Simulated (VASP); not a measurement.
# Sr3Al2O (P-6m2) in VASP: single point with PBE

Aim: the single point of Sr3Al2O with PBE.

All numbers are computed with VASP 6.6.1; they aren't measurements. Logs are shortened: lines on timing, memory, paths and dates and some standing lists are left out, and cuts for length are marked.

**1. The cell of the first run**

Symmetry: P-6m2, No. 187, hexagonal system. The conventional cell has a = 5.390 Å, b = 5.390 Å, c = 10.566 Å, α = 90.00°, β = 90.00°, γ = 120.00°. Within 2.8 Å of Sr (site symmetry 3m) lie 1 O at 2.12 Å. Within 4.5 Å of Sr (site symmetry -6m2) lie 6 Al at 3.35 Å and 6 Sr at 4.44 Å. Al (site symmetry 3m) has 1 Al at 2.49 Å and 3 Sr at 3.35 Å within 3.4 Å. Within 2.8 Å of O (site symmetry -6m2) lie 2 Sr at 2.12 Å.

The cell was generated, and may not be a known phase.

**2. Single point, PBE**

INCAR

```
ALGO = Normal
EDIFF = 1E-6
ENCUT = 1340
GGA = PE
GGA_COMPAT = False
ISIF = 2
ISMEAR = 0
LASPH = True
LCHARG = False
LREAL = False
LWAVE = False
NBANDS = 30
NELM = 120
PREC = Accurate
SIGMA = 0.1
```

KPOINTS

```
k-points
0
Gamma
  6 6 4
```

POSCAR

```
Sr3Al2O
1.0
    5.3898442068     -0.0000000031      0.0000000000
   -2.6949221007      4.6677420071      0.0000000000
    0.0000000000      0.0000000000     10.5655010674
Sr Al O
3 2 1
Direct
    0.0000000000      0.0000000000      0.2006068921
    0.0000000000      0.0000000000      0.7993931079
    0.3333333333      0.6666666667      0.5000000000
    0.6666666667      0.3333333333      0.6179737253
    0.6666666667      0.3333333333      0.3820262747
    0.0000000000      0.0000000000      0.0000000000
```

Potentials or basis: VASP PAW PBE potentials, release 64 (Sr_sv, Al, O_h).

Launch:

```console
$ cat potpaw_PBE.64/Sr_sv/POTCAR potpaw_PBE.64/Al/POTCAR potpaw_PBE.64/O_h/POTCAR > POTCAR
$ mpirun -np 1 vasp_std > vasp.out
```

OUTCAR:

```text
EDIFF = 1E-6
   ENCUT = 1340
   GGA = PE
   ISIF = 2
   ISMEAR = 0
   LASPH = True
   LREAL = False
   NELM = 120
   PREC = Accurate

 ion  position               nearest neighbor table
   1  0.000  0.000  0.201-   6 2.12   5 3.65   5 3.65   5 3.65   2 4.24   3 4.44   3 4.44   3 4.44

   2  0.000  0.000  0.799-   6 2.12   4 3.65   4 3.65   4 3.65   1 4.24   3 4.44   3 4.44   3 4.44

   3  0.333  0.667  0.500-   4 3.35   5 3.35   4 3.35   5 3.35   4 3.35   5 3.35   1 4.44   2 4.44
                             1 4.44   2 4.44   1 4.44   2 4.44
   4  0.667  0.333  0.618-   5 2.49   3 3.35   3 3.35   3 3.35   2 3.65   2 3.65   2 3.65
   5  0.667  0.333  0.382-   4 2.49   3 3.35   3 3.35   3 3.35   1 3.65   1 3.65   1 3.65
   6  0.000  0.000  0.000-   1 2.12   2 2.12

  LATTYP: Found a hexagonal cell.
 ALAT       =     5.3898442068
 C/A-ratio  =     1.9602609393

  Lattice vectors:

 A1 = (   5.3898442068,  -0.0000000031,   0.0000000000)
 A2 = (  -2.6949221007,   4.6677420071,   0.0000000000)
 A3 = (   0.0000000000,   0.0000000000,  10.5655010674)

Analysis of symmetry for initial positions (statically):
=====================================================================
 Subroutine PRICEL returns:
 Original cell was already a primitive cell.

 Routine SETGRP: Setting up the symmetry group for a
 hexagonal supercell.

 Subroutine GETGRP returns: Found 12 space group operations
 (whereof 12 operations were pure point group operations)
 out of a pool of 24 trial point group operations.

The static configuration has the point symmetry D_3h.

Analysis of symmetry for dynamics (positions and initial velocities):
=====================================================================
 Subroutine PRICEL returns:
 Original cell was already a primitive cell.

 Routine SETGRP: Setting up the symmetry group for a
 hexagonal supercell.

 Subroutine GETGRP returns: Found 12 space group operations
 (whereof 12 operations were pure point group operations)
 out of a pool of 24 trial point group operations.

The dynamic configuration has the point symmetry D_3h.

 Subroutine INISYM returns: Found 12 space group operations
 (whereof 12 operations are pure point group operations),
 and found     1 'primitive' translations

----------------------------------------------------------------------------------------

                                     Primitive cell

  volume of cell :     265.8111

  direct lattice vectors                    reciprocal lattice vectors
     5.389844207 -0.000000003  0.000000000     0.185534120  0.107118174  0.000000000
    -2.694922101  4.667742007  0.000000000     0.000000000  0.214236348  0.000000000
     0.000000000  0.000000000 10.565501067     0.000000000  0.000000000  0.094647664

  length of vectors
     5.389844207  5.389844207 10.565501067     0.214236348  0.214236348  0.094647664

  position of ions in fractional coordinates (direct lattice)
     0.000000000  0.000000000  0.200606892
     0.000000000  0.000000000  0.799393108
     0.333333333  0.666666667  0.500000000
     0.666666667  0.333333333  0.617973725
     0.666666667  0.333333333  0.382026275
     0.000000000  0.000000000  0.000000000

  ion indices of the primitive-cell ions
   primitive index   ion index
                 1           1
                 2           2
                 3           3
                 4           4
                 5           5
                 6           6

----------------------------------------------------------------------------------------

 KPOINTS: k-points

Automatic generation of k-mesh.
 Grid dimensions read from file:
 generate k-points for:    6    6    4

 Generating k-lattice:

  Cartesian coordinates                     Fractional coordinates (reciprocal lattice)
     0.030922353  0.017853029  0.000000000     0.166666667  0.000000000  0.000000000
     0.000000000  0.035706058  0.000000000    -0.000000000  0.166666667  0.000000000
     0.000000000  0.000000000  0.023661916     0.000000000  0.000000000  0.250000000

  Length of vectors
     0.035706058  0.035706058  0.023661916

  Shift w.r.t. Gamma in fractional coordinates (k-lattice)
     0.000000000  0.000000000  0.000000000

 Subroutine IBZKPT returns following result:
 ===========================================

 Found     21 irreducible k-points:

 Following reciprocal coordinates:
            Coordinates               Weight
  0.000000  0.000000  0.000000      1.000000
  0.166667  0.000000  0.000000      6.000000
  0.333333  0.000000  0.000000      6.000000
  0.500000 -0.000000  0.000000      3.000000
  0.166667  0.166667  0.000000      6.000000
  0.333333  0.166667  0.000000     12.000000
[... 13 lines left out ...]
  0.333333  0.166667  0.500000     12.000000
  0.333333  0.333333  0.500000      2.000000
   k-points           NKPTS =     21   k-points in BZ     NKDIM =     21   number of bands    NBANDS=     30
   number of dos      NEDOS =    301   number of ions     NIONS =      6
   total plane-waves  NPLWV = 516096
   dimension x,y,z NGX =    64 NGY =   64 NGZ =  126
   dimension x,y,z NGXF=   128 NGYF=  128 NGZF=  252
   ions per type =               3   2   1
   NGX,Y,Z   is equivalent  to a cutoff of  19.74, 19.74, 19.83 a.u.
   NGXF,Y,Z  is equivalent  to a cutoff of  39.48, 39.48, 39.65 a.u.
 SYSTEM =  unknown system
   PREC   = accura    normal or accurate (medium, high low for compatibility)
   ISTART =      0    job   : 0-new  1-cont  2-samecut
   ICHARG =      2    charge: 1-file 2-atom 10-const
   ISPIN  =      1    spin polarized calculation?
   LNONCOLLINEAR =      F non collinear calculations
   LSORBIT =      F    spin-orbit coupling
   LASPH  =      T    aspherical Exc in radial PAW
   ENCUT  = 1340.0 eV  98.49 Ry    9.92 a.u.  16.09 16.09 31.54*2*pi/ulx,y,z
   NELM   =    120;   NELMIN=  2; NELMDL= -5     # of ELM steps
   EDIFF  = 0.1E-05   stopping-criterion for ELM
   LREAL  =      F    real-space projection
   EDIFFG = 0.1E-04   stopping-criterion for IOM
   NSW    =      0    number of steps for IOM
   IBRION =     -1    ionic relax: 0-MD 1-quasi-New 2-CG
   NFREE  =      0    steps in history (QN), initial steepest desc. (CG)
   ISIF   =      2    stress and relaxation
   ISYM   =      2    0-nonsym 1-usesym 2-fastsym
   POTIM  = 0.5000    time-step for ionic-motion
   TEBEG  =    0.0;   TEEND  =   0.0 temperature during run
   PSTRESS=    0.0 pullay stress
   NELECT =      42.0000    total number of electrons
   NUPDOWN=      -1.0000    fix difference up-down
   EMIN   =  10.00;   EMAX   =-10.00  energy-range for DOS
   EFERMI =   0.00;   METHOD = LEGACY
   ISMEAR =     0;   SIGMA  =   0.10  broadening in eV -4-tet -1-fermi 0-gaus
   EFERMI_NEDOS =   21; number of points for ismear=-14 and -15
   IALGO  =     38    algorithm
   IMIX   =      4    mixing-type and parameters
     AMIX     =   0.40;   BMIX     =  1.00
     AMIX_MAG =   1.60;   BMIX_MAG =  1.00
  volume/ion in A,a.u.               =      44.30       298.96
  Fermi-wavevector in a.u.,A,eV,Ry     =   0.885048  1.672498 10.657582  0.783310
  Thomas-Fermi vector in A             =   2.006030
   LORBIT       =      0    0 simple, 1 ext, 2 COOP (PROOUT), +10 PAW based schemes
   GGA     = PE    functional components
   LHFCALC =     F    Hartree Fock is set to
   AEXX    =    0.0000 exact exchange contribution
   IVDW    =     0    specifies the selected vdW correction
   LEPSILON=     F    determine dielectric tensor
   LRPA    =     F    only Hartree local field effects (RPA)
 non-spin polarized calculation
 Gauss-broadening in eV      SIGMA  =   0.10
  energy-cutoff  :     1340.00
  volume of cell :      265.81
 maximum number of plane-waves:     29652
   NGX = 33   NGY = 33   NGZ = 63

 number of electron      41.9999999 magnetization

 Free energy of the ion-electron system (eV)
  ---------------------------------------------------
  ext. energy  EPLUGINS =         0.00000000
  ---------------------------------------------------
  free energy    TOTEN  =       -20.12706431 eV

  energy without entropy =      -20.07835332  energy(sigma->0) =      -20.10270882

 E-fermi :   0.5258     XC(G=0):  -6.6800

 val. band max:        0.5235813176   @ k =   0.5000  -0.0000   0.5000
 cond. band min:       0.5383210353   @ k =   0.5000  -0.0000   0.2500
 fundamental gap:      0.0147397176
 Fermi energy:         0.5257682404

 k-point     1 :       0.0000    0.0000    0.0000
  band No.  band energies     occupation
      1     -35.1845      2.00000
      2     -34.4421      2.00000
      3     -34.4325      2.00000
      4     -17.7241      2.00000
      5     -17.3226      2.00000
      6     -17.1489      2.00000
[... 22 lines left out ...]
     29       3.5186      0.00000
     30       3.5186      0.00000

 k-point     2 :       0.1667    0.0000    0.0000
  band No.  band energies     occupation
      1     -35.1844      2.00000
      2     -34.4420      2.00000
      3     -34.4324      2.00000
      4     -17.7238      2.00000
      5     -17.3220      2.00000
      6     -17.1536      2.00000
[... 22 lines left out ...]
     29       3.6080      0.00000
     30       3.8018      0.00000

 k-point     3 :       0.3333    0.0000    0.0000
  band No.  band energies     occupation
      1     -35.1842      2.00000
      2     -34.4419      2.00000
      3     -34.4323      2.00000
      4     -17.7233      2.00000
      5     -17.3207      2.00000
      6     -17.1630      2.00000
[... 22 lines left out ...]
     29       3.8633      0.00000
     30       4.4092      0.00000

 k-point     4 :       0.5000   -0.0000    0.0000
  band No.  band energies     occupation
      1     -35.1842      2.00000
      2     -34.4418      2.00000
      3     -34.4322      2.00000
      4     -17.7230      2.00000
      5     -17.3200      2.00000
      6     -17.1677      2.00000
[... 517 lines left out ...]
     29       3.9285      0.00000
     30       4.3264      0.00000

 k-point    20 :       0.3333    0.1667    0.5000
  band No.  band energies     occupation
      1     -35.1842      2.00000
      2     -34.4418      2.00000
      3     -34.4322      2.00000
      4     -17.7222      2.00000
      5     -17.3196      2.00000
      6     -17.1672      2.00000
[... 22 lines left out ...]
     29       4.3674      0.00000
     30       4.3923      0.00000

 k-point    21 :       0.3333    0.3333    0.5000
  band No.  band energies     occupation
      1     -35.1841      2.00000
      2     -34.4418      2.00000
      3     -34.4322      2.00000
      4     -17.7218      2.00000
      5     -17.3197      2.00000
      6     -17.1659      2.00000
[... 22 lines left out ...]
     29       4.1310      0.00000
     30       4.3203      0.00000

------------------------ aborting loop because EDIFF is reached ----------------------------------------

  FORCE on cell =-STRESS in cart. coord.  units (eV):
  Direction    XX          YY          ZZ          XY          YZ          ZX
  --------------------------------------------------------------------------------------
  -------------------------------------------------------------------------------------
  Total       -0.0938726     -0.0938726      0.8140844     -0.0000000     -0.0000000      0.0000000
  in kB       -0.5658171     -0.5658171      4.9068962     -0.0000000     -0.0000000      0.0000000
  external PRESSURE =       1.2584206 kB  Pullay stress =       0.0000000 kB

 VOLUME and BASIS-vectors are now :
 -----------------------------------------------------------------------------
  energy-cutoff  :     1340.00
  volume of cell :      265.81
      direct lattice vectors                 reciprocal lattice vectors
     5.389844207 -0.000000003  0.000000000     0.185534120  0.107118174  0.000000000
    -2.694922101  4.667742007  0.000000000     0.000000000  0.214236348  0.000000000
     0.000000000  0.000000000 10.565501067     0.000000000  0.000000000  0.094647664

 POSITION                                       TOTAL-FORCE (eV/Angst)
 -----------------------------------------------------------------------------------
      0.00000      0.00000      2.11951         0.000000     -0.000000      0.179689
      0.00000      0.00000      8.44599         0.000000     -0.000000     -0.179689
      0.00000      3.11183      5.28275        -0.000000     -0.000000     -0.000000
      2.69492      1.55591      6.52920         0.000000      0.000000      0.013630
      2.69492      1.55591      4.03630         0.000000     -0.000000     -0.013630
      0.00000      0.00000      0.00000         0.000000     -0.000000     -0.000000
 -----------------------------------------------------------------------------------
    total drift:                                0.000000     -0.000000     -0.000000

  FREE ENERGIE OF THE ION-ELECTRON SYSTEM (eV)
  ---------------------------------------------------
  free  energy   TOTEN  =       -20.1270643136 eV

  energy  without entropy=      -20.0783533190  energy(sigma->0) =      -20.10270882
```

It took 11 min on 1 thread of Intel Xeon 6975P-C (Granite Rapids), shared host; peak memory 1.4 GiB.

What came out:

```yaml
Free_energy: -20.1271 eV
Pressure: 0.1 GPa
Largest_force: 0.180 eV/Å
Band_gap_on_the_k_mesh: zero (bands 21 and 22 overlap by 0.07 eV)
```

Forces in eV/Å, atoms in the order of the input:
```
Sr   0.000  0.000  0.180
Sr   0.000  0.000 -0.180
Sr   0.000  0.000  0.000
Al   0.000  0.000  0.014
Al   0.000  0.000 -0.014
O    0.000  0.000  0.000
```
